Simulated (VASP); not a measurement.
# Hf (P6_3/mmc) in VASP: notebook

Hf is run at these levels: PBEsol, PBE; tasks: single point.

Everything below comes from runs of VASP 6.6.1. Logs are shortened: lines on timing, memory, paths and dates and some standing lists are left out, and cuts for length are marked.

## (1) The cell of the first run

The structure is hexagonal, space group P6_3/mmc (No. 194). Conventional cell: a = 3.159 Å, b = 3.159 Å, c = 4.999 Å, α = 90.00°, β = 90.00°, γ = 120.00°. Within 4.1 Å of Hf (site symmetry -6m2) lie 12 Hf at 3.09 to 3.16 Å.

## (2) Single point, PBEsol

INCAR

```
SYSTEM = Hf
ALGO = Normal ; EDIFF = 1E-6
ENCUT = 520 ; GGA = PS
ISIF = 2 ; ISMEAR = 1
LASPH = .True. ; LCHARG = .False.
LREAL = .False. ; LWAVE = .False.
NBANDS = 17 ; NELM = 80
PREC = Accurate ; SIGMA = 0.1
```

KPOINTS

```
k-points
0
Gamma
  29 29 16
  0 0 0
```

POSCAR

```
Hf
1.0
    3.1590465010      0.0000000000      0.0000000000
   -1.5795232500      2.7358145210      0.0000000000
    0.0000000000      0.0000000000      4.9993653000
Hf
2
Direct
    0.0000000000      0.0000000000      0.0000000000
    0.3333333333      0.6666666667      0.5000000000
```

Potentials or basis: VASP PAW PBE potentials, release 64 (Hf_pv).

On the command line:

```sh
> cat potpaw_PBE.64/Hf_pv/POTCAR > POTCAR
> mpirun -np 1 vasp_std > vasp.out
```

OUTCAR:

```text
SYSTEM = Hf
   EDIFF = 1E-6
   ENCUT = 520
   GGA = PS
   ISIF = 2
   ISMEAR = 1
   LASPH = .True.
   LREAL = .False.
   NELM = 80
   PREC = Accurate

 ion  position               nearest neighbor table
   1  0.000  0.000  0.000-   2 3.09   2 3.09   2 3.09   2 3.09   2 3.09   2 3.09
   2  0.333  0.667  0.500-   1 3.09   1 3.09   1 3.09   1 3.09   1 3.09   1 3.09

  LATTYP: Found a hexagonal cell.
 ALAT       =     3.1590465010
 C/A-ratio  =     1.5825551471

  Lattice vectors:

 A1 = (   3.1590465010,   0.0000000000,   0.0000000000)
 A2 = (  -1.5795232500,   2.7358145210,   0.0000000000)
 A3 = (   0.0000000000,   0.0000000000,   4.9993653000)

Analysis of symmetry for initial positions (statically):
=====================================================================
 Subroutine PRICEL returns:
 Original cell was already a primitive cell.

 Routine SETGRP: Setting up the symmetry group for a
 hexagonal supercell.

 Subroutine GETGRP returns: Found 24 space group operations
 (whereof 12 operations were pure point group operations)
 out of a pool of 24 trial point group operations.

The static configuration has the point symmetry D_3h.
 The point group associated with its full space group is D_6h.

Analysis of symmetry for dynamics (positions and initial velocities):
=====================================================================
 Subroutine PRICEL returns:
 Original cell was already a primitive cell.

 Routine SETGRP: Setting up the symmetry group for a
 hexagonal supercell.

 Subroutine GETGRP returns: Found 24 space group operations
 (whereof 12 operations were pure point group operations)
 out of a pool of 24 trial point group operations.

The dynamic configuration has the point symmetry D_3h.
 The point group associated with its full space group is D_6h.

 Subroutine INISYM returns: Found 24 space group operations
 (whereof 12 operations are pure point group operations),
 and found     1 'primitive' translations

----------------------------------------------------------------------------------------

                                     Primitive cell

  volume of cell :      43.2073

  direct lattice vectors                    reciprocal lattice vectors
     3.159046501  0.000000000  0.000000000     0.316551212  0.182760928  0.000000000
    -1.579523250  2.735814521  0.000000000     0.000000000  0.365521855  0.000000000
     0.000000000  0.000000000  4.999365300     0.000000000  0.000000000  0.200025391
[... 83 lines left out ...]
   NELM   =     80;   NELMIN=  2; NELMDL= -5     # of ELM steps
   EDIFF  = 0.1E-05   stopping-criterion for ELM
   LREAL  =      F    real-space projection
   EDIFFG = 0.1E-04   stopping-criterion for IOM
   NSW    =      0    number of steps for IOM
   IBRION =     -1    ionic relax: 0-MD 1-quasi-New 2-CG
   NFREE  =      0    steps in history (QN), initial steepest desc. (CG)
   ISIF   =      2    stress and relaxation
   ISYM   =      2    0-nonsym 1-usesym 2-fastsym
   POTIM  = 0.5000    time-step for ionic-motion
   TEBEG  =    0.0;   TEEND  =   0.0 temperature during run
   PSTRESS=    0.0 pullay stress
   NELECT =      20.0000    total number of electrons
   NUPDOWN=      -1.0000    fix difference up-down
   EMIN   =  10.00;   EMAX   =-10.00  energy-range for DOS
   EFERMI =   0.00;   METHOD = LEGACY
   ISMEAR =     1;   SIGMA  =   0.10  broadening in eV -4-tet -1-fermi 0-gaus
   EFERMI_NEDOS =   21; number of points for ismear=-14 and -15
   IALGO  =     38    algorithm
   IMIX   =      4    mixing-type and parameters
     AMIX     =   0.40;   BMIX     =  1.00
     AMIX_MAG =   1.60;   BMIX_MAG =  1.00
  volume/ion in A,a.u.               =      21.60       145.79
  Fermi-wavevector in a.u.,A,eV,Ry     =   1.266385  2.393120 21.820074  1.603730
  Thomas-Fermi vector in A             =   2.399588
   LORBIT       =      0    0 simple, 1 ext, 2 COOP (PROOUT), +10 PAW based schemes
   GGA     = PS    functional components
   LHFCALC =     F    Hartree Fock is set to
   AEXX    =    0.0000 exact exchange contribution
   IVDW    =     0    specifies the selected vdW correction
   LEPSILON=     F    determine dielectric tensor
   LRPA    =     F    only Hartree local field effects (RPA)
 non-spin polarized calculation
 Methfessel and Paxton  Order N= 1 SIGMA  =   0.10
  energy-cutoff  :      520.00
  volume of cell :       43.21
 maximum number of plane-waves:      1194
 NGX is ok and might be reduce to    24
   NGX = 11   NGY = 11   NGZ = 19

 number of electron      19.9999996 magnetization

 Free energy of the ion-electron system (eV)
  ---------------------------------------------------
  ext. energy  EPLUGINS =         0.00000000
  ---------------------------------------------------
  free energy    TOTEN  =       -21.00669303 eV

  energy without entropy =      -21.00709137  energy(sigma->0) =      -21.00682581

 E-fermi :   5.0178     XC(G=0): -11.5520

 val. band max:        5.0177231373   @ k =   0.3103   0.2759   0.2500
 cond. band min:       5.0183890209   @ k =   0.0000   0.0000   0.3125
 fundamental gap:      0.0006658836
 Fermi energy:         5.0178026767

 k-point     1 :       0.0000    0.0000    0.0000
  band No.  band energies     occupation
      1     -26.0078      2.00000
      2     -25.1670      2.00000
      3     -25.1670      2.00000
      4     -25.0271      2.00000
      5     -25.0234      2.00000
      6     -25.0234      2.00000
[... 457 lines left out ...]
      4     -25.3171      2.00000
      5     -25.1704      2.00000
      6     -25.0999      2.00000
[... 9 lines left out ...]
     16       9.8337      0.00000
     17      11.5429      0.00000

 [... further k-points ...]

------------------------ aborting loop because EDIFF is reached ----------------------------------------

  FORCE on cell =-STRESS in cart. coord.  units (eV):
  Direction    XX          YY          ZZ          XY          YZ          ZX
  --------------------------------------------------------------------------------------
  -------------------------------------------------------------------------------------
  Total       -0.0862293     -0.0862293     -0.1177585     -0.0000000      0.0000000     -0.0000000
  in kB       -3.1974805     -3.1974805     -4.3666174     -0.0000000      0.0000000     -0.0000000
  external PRESSURE =      -3.5871928 kB  Pullay stress =       0.0000000 kB

 VOLUME and BASIS-vectors are now :
 -----------------------------------------------------------------------------
  energy-cutoff  :      520.00
  volume of cell :       43.21
      direct lattice vectors                 reciprocal lattice vectors
     3.159046501  0.000000000  0.000000000     0.316551212  0.182760928  0.000000000
    -1.579523250  2.735814521  0.000000000     0.000000000  0.365521855  0.000000000
     0.000000000  0.000000000  4.999365300     0.000000000  0.000000000  0.200025391

 POSITION                                       TOTAL-FORCE (eV/Angst)
 -----------------------------------------------------------------------------------
      0.00000      0.00000      0.00000        -0.000000      0.000000      0.000000
      0.00000      1.82388      2.49968         0.000000     -0.000000      0.000000
 -----------------------------------------------------------------------------------
    total drift:                                0.000000     -0.000000     -0.000000

  FREE ENERGIE OF THE ION-ELECTRON SYSTEM (eV)
  ---------------------------------------------------
  free  energy   TOTEN  =       -21.0066930287 eV

  energy  without entropy=      -21.0070913704  energy(sigma->0) =      -21.00682581
```

OSZICAR:

```text
N       E                     dE             d eps       ncg     rms          rms(c)
DAV:   1     0.499093694162E+02    0.49909E+02   -0.11096E+04 26026   0.111E+03
DAV:   2    -0.198691465470E+02   -0.69779E+02   -0.68086E+02 34134   0.251E+02
DAV:   3    -0.217477016007E+02   -0.18786E+01   -0.18659E+01 33192   0.275E+01
DAV:   4    -0.217622115428E+02   -0.14510E-01   -0.14503E-01 33290   0.294E+00
DAV:   5    -0.217623506346E+02   -0.13909E-03   -0.13907E-03 33672   0.252E-01    0.671E+01
DAV:   6    -0.212112250895E+02    0.55113E+00   -0.49066E-01 30971   0.442E+00    0.397E+01
DAV:   7    -0.210167798886E+02    0.19445E+00   -0.80954E-01 31765   0.546E+00    0.187E+00
DAV:   8    -0.210065956800E+02    0.10184E-01   -0.50215E-02 30577   0.147E+00    0.293E-01
DAV:   9    -0.210067012757E+02   -0.10560E-03   -0.11269E-03 35207   0.234E-01    0.184E-01
DAV:  10    -0.210066927312E+02    0.85445E-05   -0.52457E-05 30503   0.493E-02    0.218E-01
DAV:  11    -0.210066930287E+02   -0.29753E-06   -0.56869E-06 32663   0.161E-02
   1 F= -.21006693E+02 E0= -.21006826E+02  d E =0.398342E-03
```

stdout:

```text
POSCAR found type information on POSCAR Hf
 POSCAR found :  1 types and       2 ions
 scaLAPACK will be used
 -----------------------------------------------------------------------------
|                                                                             |
|                                                                             |
|     You enforced a specific xc type in the INCAR file but a different       |
|     I HOPE YOU KNOW WHAT YOU ARE DOING!                                     |
|                                                                             |
 -----------------------------------------------------------------------------

 LDA part: xc-table for (Slater+PW92), standard interpolation
 POSCAR, INCAR and KPOINTS ok, starting setup
 FFT: planning ... GRIDC
 FFT: planning ... GRID_SOFT
 FFT: planning ... GRID
 WAVECAR not read
 entering main loop
```

Wall time 7 min (1 thread of Intel Xeon 8259CL, shared host); peak memory 0.55 GiB.

What came out:

| Item | Value |
| --- | --- |
| Free energy | -21.0067 eV |
| Pressure | -0.4 GPa |
| Band gap on the k mesh | zero (band 10 reaches 6.18 eV, above the bottom of band 11 at 4.61 eV) |

Levels at points of the mesh, in eV from the Fermi level:
```csv
k point,band 6,band 7,band 8,band 9,band 10,band 11,band 12,band 13,band 14,band 15
"(0.00, 0.00, 0.00)",-30.04,-7.52,-3.84,0.78,1.16,1.16,1.45,2.02,2.02,2.68
"(0.00, 0.00, 0.50)",-30.11,-5.48,-5.48,0.12,0.12,1.04,1.04,1.04,1.04,4.95
```

Caveat: the PAW data sets were made with another functional, which shifts forces and pressure a little; spin-orbit coupling is left out, which moves the levels of the heavy elements.

## (3) Single point, PBE

This run uses another cell than the first one, of 22.54 Å³/atom, 1.043 times its volume.

INCAR

```
SYSTEM = Hf
PREC = Accurate
ENCUT = 520
EDIFF = 1E-6
ISMEAR = 1
SIGMA = 0.1
LREAL = .False.
LASPH = .True.
NELM = 60
ALGO = Normal
ISIF = 2
LWAVE = .False.
LCHARG = .False.
GGA = PE
NBANDS = 17
```

KPOINTS

```
regular mesh
0
Gamma
  29 29 16
  0 0 0
```

POSCAR

```
Hf
1.0
    3.2048063930      0.0000000000      0.0000000000
   -1.6024031960      2.7754437500      0.0000000000
    0.0000000000      0.0000000000      5.0671622890
Hf
2
Direct
    0.0000000000      0.0000000000      0.0000000000
    0.3333333333      0.6666666667      0.5000000000
```

Potentials or basis: VASP PAW PBE potentials, release 64 (Hf_pv).

On the command line:

```sh
> cat potpaw_PBE.64/Hf_pv/POTCAR > POTCAR
> mpirun -np 1 vasp_std > vasp.out
```

Wall time 7.4 min (1 thread of Intel Xeon 8259CL, shared host); peak memory 0.56 GiB.

It converged, with:

```yaml
Free_energy: -19.8503 eV
Pressure: -0.4 GPa
Band_gap_on_the_k_mesh: zero (band 10 reaches 6.05 eV, above the bottom of band 11 at 4.44 eV)
```

Stress tensor (GPa, compression positive):
```
-0.41  0.00  0.00
 0.00 -0.41  0.00
 0.00  0.00 -0.51
```

Levels at points of the mesh, in eV from the Fermi level:
```
           k point  band 8  band 9  band 10  band 11  band 12  band 13
(0.00, 0.00, 0.00)   -3.70    0.61     1.16     1.16     1.45     1.98
(0.00, 0.00, 0.50)   -5.40    0.14     0.14     1.05     1.05     1.05
```

Caveat: spin-orbit coupling is left out, which moves the levels of the heavy elements.
